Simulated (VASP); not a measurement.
Input of a VASP 6.6.1 run:

File INCAR:

```
SYSTEM = ZrB
PREC     = Accurate       ! precision mode
ENCUT    = 600            ! plane-wave cutoff, eV
EDIFF    = 1E-7           ! SCF threshold, eV
ISMEAR   = -1             ! smearing method
SIGMA    = 0.05           ! smearing width, eV
LREAL    = .False.        ! projectors in reciprocal space
LASPH    = .True.         ! aspherical terms in the spheres
NELM     = 80             ! most SCF steps
ALGO     = Normal         ! electronic algorithm
ISIF     = 3              ! what is computed and relaxed
LWAVE    = .False.        ! write WAVECAR
LCHARG   = .False.        ! write CHGCAR
IBRION   = 2              ! ionic algorithm
NSW      = 60             ! ionic steps
EDIFFG   = -0.01          ! ionic threshold
```

KPOINTS

```
regular mesh
0
Gamma
  10 10 7
  0 0 0
```

File POSCAR:

```
ZrB
1.0
    1.9614334600     -1.9857162700      0.0000000000
    1.9614334600      1.9857162700      0.0000000000
    0.0000000000      0.0000000000      4.0139456300
Zr B
1 1
Direct
    0.0000000000      0.0000000000      0.5000000000
    0.5000000000      0.5000000000      0.5000000000
```

Potentials or basis: VASP PAW LDA potentials, release 64 (Zr_sv, B).

The run is started by

```bash
$ cat potpaw_LDA.64/Zr_sv/POTCAR potpaw_LDA.64/B/POTCAR > POTCAR
$ mpirun -np 1 vasp_std > vasp.out
```

(1) Predict the space group after relaxing (to 0.05 Å).

(2) What does it give for the relaxed volume?

(3) What does it give for the relaxed cell?

## Answers

(1) P4/mmm (No. 123).

(2) 16.19 Å³/atom.

(3) a = 3.355 Å, b = 3.355 Å, c = 2.877 Å, α = 90.00°, β = 90.00°, γ = 90.00°.
